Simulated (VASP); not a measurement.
# Al2BN3 (I-4m2) in VASP: relaxation of cell and atoms with PBE

Aim: the relaxation of cell and atoms of Al2BN3 with PBE.

All numbers are computed with VASP 6.6.1; they aren't measurements. Logs are shortened: lines on timing, memory, paths and dates and some standing lists are left out, and cuts for length are marked.

## 1. The cell of the first run

It takes space group I-4m2 (No. 119, tetragonal). The conventional cell has a = 2.745 Å, b = 2.745 Å, c = 11.645 Å, α = 90.00°, β = 90.00°, γ = 90.00°. B (site symmetry -4m2) has 4 N at 1.68 Å within 2.2 Å. Within 2.2 Å of N (site symmetry 2mm) lie 2 B at 1.68 Å and 2 Al at 1.68 Å. N (site symmetry -4m2) has 4 Al at 1.68 Å within 2.2 Å. Al (site symmetry 2mm) has 4 N at 1.68 Å within 2.2 Å.

## 2. Relaxation of cell and atoms, PBE

The input, INCAR:

```
PREC = Accurate
ENCUT = 600
EDIFF = 1E-6
ISMEAR = -1
SIGMA = 0.02
LREAL = F
LASPH = T
NELM = 80
ALGO = Normal
ISIF = 3
LWAVE = F
LCHARG = F
GGA = PE
IBRION = 2
NSW = 80
EDIFFG = -0.005
```

The input, KPOINTS:

```
regular mesh
0
Gamma
  12 12 12
```

The input, POSCAR:

```
Al2BN3
1.0
   -1.3724218863      1.3724218863      5.8226929348
    1.3724218863     -1.3724218863      5.8226929348
    1.3724218863      1.3724218863     -5.8226929348
B N Al
1 3 2
Direct
    0.0000000000      0.0000000000      0.0000000000
    0.4166666667      0.9166666667      0.5000000000
    0.7500000000      0.2500000000      0.5000000000
    0.0833333333      0.5833333333      0.5000000000
    0.3333333333      0.3333333333      0.0000000000
    0.6666666667      0.6666666667      0.0000000000
```

Potentials or basis: VASP PAW PBE potentials, release 64 (B, N, Al).

The run is started by

```console
$ cat potpaw_PBE.64/B/POTCAR potpaw_PBE.64/N/POTCAR potpaw_PBE.64/Al/POTCAR > POTCAR
$ mpirun -np 1 vasp_std > vasp.out
```

OUTCAR:

```text
PREC = Accurate
   ENCUT = 600
   EDIFF = 1E-6
   ISMEAR = -1
   LREAL = F
   LASPH = T
   NELM = 80
   ISIF = 3
   GGA = PE
   IBRION = 2
   NSW = 80
   EDIFFG = -0.005

 ion  position               nearest neighbor table
   1  0.000  0.000  0.000-   4 1.68   2 1.68   4 1.68   2 1.68   5 2.74   6 2.74   6 2.74   6 2.74
                             5 2.74   5 2.74   6 2.74   5 2.74
   2  0.417  0.917  0.500-   1 1.68   1 1.68   5 1.68   5 1.68
   3  0.750  0.250  0.500-   5 1.68   6 1.68   5 1.68   6 1.68
   4  0.083  0.583  0.500-   1 1.68   1 1.68   6 1.68   6 1.68
   5  0.333  0.333  0.000-   3 1.68   3 1.68   2 1.68   2 1.68   6 2.74   6 2.74   6 2.74   6 2.74
                             1 2.74   1 2.74   1 2.74   1 2.74
   6  0.667  0.667  0.000-   3 1.68   3 1.68   4 1.68   4 1.68   5 2.74   5 2.74   5 2.74   5 2.74
                             1 2.74   1 2.74   1 2.74   1 2.74

  LATTYP: Found a body centered tetragonal cell.
 ALAT       =     2.7448437726
 C/A-ratio  =     4.2426406872

  Lattice vectors:

 A1 = (  -1.3724218863,   1.3724218863,   5.8226929348)
 A2 = (   1.3724218863,  -1.3724218863,   5.8226929348)
 A3 = (   1.3724218863,   1.3724218863,  -5.8226929348)

Analysis of symmetry for initial positions (statically):
=====================================================================
 Subroutine PRICEL returns:
 Original cell was already a primitive cell.

 Routine SETGRP: Setting up the symmetry group for a
 body centered tetragonal supercell.

 Subroutine GETGRP returns: Found  8 space group operations
 (whereof  8 operations were pure point group operations)
 out of a pool of 16 trial point group operations.

The static configuration has the point symmetry D_2d.

Analysis of symmetry for dynamics (positions and initial velocities):
=====================================================================
 Subroutine PRICEL returns:
 Original cell was already a primitive cell.

 Routine SETGRP: Setting up the symmetry group for a
 body centered tetragonal supercell.

 Subroutine GETGRP returns: Found  8 space group operations
 (whereof  8 operations were pure point group operations)
 out of a pool of 16 trial point group operations.

The dynamic configuration has the point symmetry D_2d.

 Subroutine INISYM returns: Found  8 space group operations
 (whereof  8 operations are pure point group operations),
 and found     1 'primitive' translations

----------------------------------------------------------------------------------------
[... 122 lines left out ...]
  volume/ion in A,a.u.               =       7.31        49.34
  Fermi-wavevector in a.u.,A,eV,Ry     =   1.338933  2.530217 24.391732  1.792742
  Thomas-Fermi vector in A             =   2.467365
   LORBIT       =      0    0 simple, 1 ext, 2 COOP (PROOUT), +10 PAW based schemes
   GGA     = PE    functional components
   LHFCALC =     F    Hartree Fock is set to
   AEXX    =    0.0000 exact exchange contribution
   IVDW    =     0    specifies the selected vdW correction
   LEPSILON=     F    determine dielectric tensor
   LRPA    =     F    only Hartree local field effects (RPA)
 conjugate gradient relaxation of ions
 non-spin polarized calculation
  energy-cutoff  :      600.00
  volume of cell :       43.87
 maximum number of plane-waves:      1503
 NGX is ok and might be reduce to    50
   NGX = 25   NGY = 25   NGZ = 25

--------------------------------------- Ionic step        1  -------------------------------------------

 number of electron      24.0000000 magnetization

 Free energy of the ion-electron system (eV)
  ---------------------------------------------------
  ext. energy  EPLUGINS =         0.00000000
  ---------------------------------------------------
  free energy    TOTEN  =       -41.86480881 eV

  energy without entropy =      -41.86480881  energy(sigma->0) =      -41.86480881

------------------------ aborting loop because EDIFF is reached ----------------------------------------

  FORCE on cell =-STRESS in cart. coord.  units (eV):
  Direction    XX          YY          ZZ          XY          YZ          ZX
  --------------------------------------------------------------------------------------
  -------------------------------------------------------------------------------------
  Total       23.6694956     23.6694956     22.6791880      0.0000000     -0.0000000      0.0000000
  in kB      864.4511099    864.4511099    828.2833543      0.0000000     -0.0000000      0.0000000
  external PRESSURE =     852.3951914 kB  Pullay stress =       0.0000000 kB
[... 101 lines left out ...]
  FREE ENERGIE OF THE ION-ELECTRON SYSTEM (eV)
  ---------------------------------------------------
  free  energy   TOTEN  =       -45.2345306007 eV

  energy  without entropy=      -45.2345306006  energy(sigma->0) =      -45.23453060

[... ionic steps 4 to 14 ...]

--------------------------------------- Ionic step       15  -------------------------------------------

 number of electron      23.9999999 magnetization

------------------------ aborting loop because EDIFF is reached ----------------------------------------
[... 75 lines left out ...]
--------------------------------------- Ionic step       17  -------------------------------------------

 number of electron      23.9999999 magnetization

 Free energy of the ion-electron system (eV)
  ---------------------------------------------------
  ext. energy  EPLUGINS =         0.00000000
  ---------------------------------------------------
  free energy    TOTEN  =       -45.50552345 eV

  energy without entropy =      -45.50552345  energy(sigma->0) =      -45.50552345

 E-fermi :   7.0386     XC(G=0): -11.3681

 val. band max:        6.5670033759   @ k =   0.0000   0.0000   0.0000
 cond. band min:       9.5514018036   @ k =   0.5000   0.5000  -0.0000
 fundamental gap:      2.9843984277
 Fermi energy:         7.0385715457

 k-point     1 :       0.0000    0.0000    0.0000
  band No.  band energies     occupation
      1     -10.1014      2.00000
      2      -8.0182      2.00000
      3      -7.3319      2.00000
      4       1.5969      2.00000
      5       1.7260      2.00000
      6       3.1416      2.00000
[... 433 lines left out ...]
      3      -6.9509      2.00000
      4      -0.7902      2.00000
      5       0.3243      2.00000
      6       1.6612      2.00000
[... 8 lines left out ...]
     15      13.8560      0.00000
     16      14.5186      0.00000

 [... further k-points ...]
[... 5 lines left out ...]
  --------------------------------------------------------------------------------------
  -------------------------------------------------------------------------------------
  Total       -0.0017402     -0.0017402      0.0035645      0.0000000     -0.0000000      0.0000000
  in kB       -0.0517028     -0.0517028      0.1059059      0.0000000     -0.0000000      0.0000000
  external PRESSURE =       0.0008334 kB  Pullay stress =       0.0000000 kB
[... 21 lines left out ...]
  FREE ENERGIE OF THE ION-ELECTRON SYSTEM (eV)
  ---------------------------------------------------
  free  energy   TOTEN  =       -45.5055234468 eV

  energy  without entropy=      -45.5055234468  energy(sigma->0) =      -45.50552345

 reached required accuracy - stopping structural energy minimisation
```

OSZICAR:

```text
N       E                     dE             d eps       ncg     rms          rms(c)
DAV:   1     0.112667069329E+03    0.11267E+03   -0.14224E+04  5216   0.161E+03
DAV:   2    -0.445157397535E+02   -0.15718E+03   -0.15318E+03  6800   0.323E+02
[... 131 lines left out ...]
       N       E                     dE             d eps       ncg     rms          rms(c)
DAV:   1    -0.455055225730E+02    0.42343E-06   -0.38481E-06  5560   0.168E-02    0.208E-03
DAV:   2    -0.455055224432E+02    0.12980E-06   -0.20688E-07  2704   0.384E-03
  16 F= -.45505522E+02 E0= -.45505522E+02  d E =-.144000E-03
       N       E                     dE             d eps       ncg     rms          rms(c)
DAV:   1    -0.455055242536E+02   -0.16806E-05   -0.15637E-04  5880   0.109E-01    0.636E-03
DAV:   2    -0.455055234468E+02    0.80680E-06   -0.77996E-06  7512   0.235E-02
  17 F= -.45505523E+02 E0= -.45505523E+02  d E =-.100362E-05
```

Wall time 35 min (1 thread of AMD EPYC 9R45 (Zen 5), shared host); peak memory 0.43 GiB.

What came out:

- Free energy: -45.5055 eV
- Relaxed volume: 8.99 Å³/atom
- Relaxed cell: a = 6.701 Å, b = 6.701 Å, c = 6.701 Å, α = 154.94°, β = 154.94°, γ = 35.74°
- Space group after relaxing (to 0.1 Å): I-4m2 (No. 119)
- Energy gained by relaxing: 606.8 meV/atom
- Ionic steps: 17
- Pressure after relaxing: 0.0 GPa
- Largest force after relaxing: 0.005 eV/Å
- Band gap on the k mesh: 2.98 eV (least direct gap 3.25 eV)

Forces in eV/Å, atoms in the order of the input:
```
B    0.000  0.000  0.000
N    0.000  0.000 -0.005
N    0.000  0.000  0.000
N    0.000  0.000  0.005
Al   0.000  0.000  0.004
Al   0.000  0.000 -0.004
```

Step by step:
```
step  energy change (eV)  largest force (eV/Å)  pressure (GPa)  volume (Å³)
   1              0.0000                7.5871           85.24        43.87
   2              0.6356                3.8075          -37.81        73.49
   3             -3.3697                2.7844           -3.92        55.16
   4             -3.3939                2.7622           -0.52        54.36
   5             -3.3973                2.7480            1.26        53.95
   6             -3.4886                1.8393           -5.46        55.58
   7             -3.5992                0.5229           -3.25        54.89
   8             -3.6346                0.1996            0.61        53.85
   9             -3.6353                0.2014            1.24        53.68
  10             -3.6387                0.2307           -0.34        53.99
  11             -3.6394                0.1191            0.13        53.89
  12             -3.6406                0.0268           -0.31        53.99
  13             -3.6406                0.0305           -0.32        54.00
  14             -3.6407                0.0060            0.09        53.90
  15             -3.6407                0.0077            0.03        53.92
  16             -3.6407                0.0082            0.02        53.92
  17             -3.6407                0.0046            0.00        53.92
```

Final structure:
```
CELL_PARAMETERS angstrom
-1.45393 1.45393 6.37729
1.45393 -1.45393 6.37729
1.45393 1.45393 -6.37729
ATOMIC_POSITIONS crystal
B 0.00000 0.00000 0.00000
N 0.43293 0.93293 0.50000
N 0.75000 0.25000 0.50000
N 0.06707 0.56707 0.50000
Al 0.34118 0.34118 0.00000
Al 0.65882 0.65882 0.00000
```

Levels at points of the mesh, in eV from the valence-band top:
```
           k point  band 8  band 9  band 10  band 11  band 12  band 13  band 14  band 15  band 16
(0.00, 0.00, 0.00)   -1.35   -1.35    -0.31     0.00     0.00     4.01     4.38     5.04     8.01
(0.50, 0.00, 0.00)   -2.39   -2.19    -1.05    -0.58    -0.38     5.76     7.43     8.00     8.45
(0.50, 0.50, 0.00)   -3.77   -3.73    -3.71    -2.84    -2.26     2.98     5.24     6.03     7.55
(0.50, 0.50, 0.50)   -1.85   -1.11    -1.11    -0.24    -0.24     3.01     5.56     6.49     8.16
```

Caveat: the volume moved by over 15 % at a fixed basis, so the end points are rough.
